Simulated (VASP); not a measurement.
Write the native input for VASP 6.6.1 that does the following.

```yaml
Task: single point
Functional: RPBE
Potentials_or_basis: VASP PAW PBE potentials, release 64 (Rh_pv)
Cutoff: 520 eV
k_mesh: 14 × 14 × 14
Occupations: fermi-dirac, width 0.05 eV
Spin: non-collinear spin, typed start, spin-orbit coupling
Starting_moments: "[[0.0, 0.0, 1.0]] μB"
Dipole_correction: no
Further_INCAR_settings: ALGO = Normal; EDIFF = 1e-06; NBANDS = 26
```

The structure of Rh lies in POSCAR:

```
Rh
1.0
    0.0000000000      1.9270181635      1.9270181635
    1.9270181635      0.0000000000      1.9270181635
    1.9270181635      1.9270181635      0.0000000000
Rh
1
Direct
    0.0000000000      0.0000000000      0.0000000000
```

One way to write it, as run:

INCAR

```
PREC = Accurate
ENCUT = 520
EDIFF = 1E-6
ISMEAR = -1
SIGMA = 0.05
LREAL = F
LASPH = T
NELM = 150
ALGO = Normal
ISIF = 2
LWAVE = F
LCHARG = T
LNONCOLLINEAR = T
MAGMOM = 0 0 1
LORBIT = 11
LSORBIT = T
GGA_COMPAT = F
LORBMOM = T
LMAXMIX = 4
GGA = RP
LVHAR = T
NBANDS = 26
```

KPOINTS

```
regular mesh
0
Gamma
  14 14 14
```

Potentials or basis: VASP PAW PBE potentials, release 64 (Rh_pv).

Launch:

```console
$ cat potpaw_PBE.64/Rh_pv/POTCAR > POTCAR
$ mpirun -np 1 vasp_ncl > vasp.out
```

Results of the run:

```json
{
 "Pressure": "0.4 GPa",
 "Net moment": "0.00 μB per cell",
 "Valence electrons inside the program's atomic spheres": "Rh 13.73"
}
```

Caveat: the PAW data sets were made with another functional, which shifts forces and pressure a little.

Run time: 100 s on 1 thread of Intel(R) Xeon(R) 6975P-C (Granite Rapids), on a shared host, peak memory 0.3 GiB.
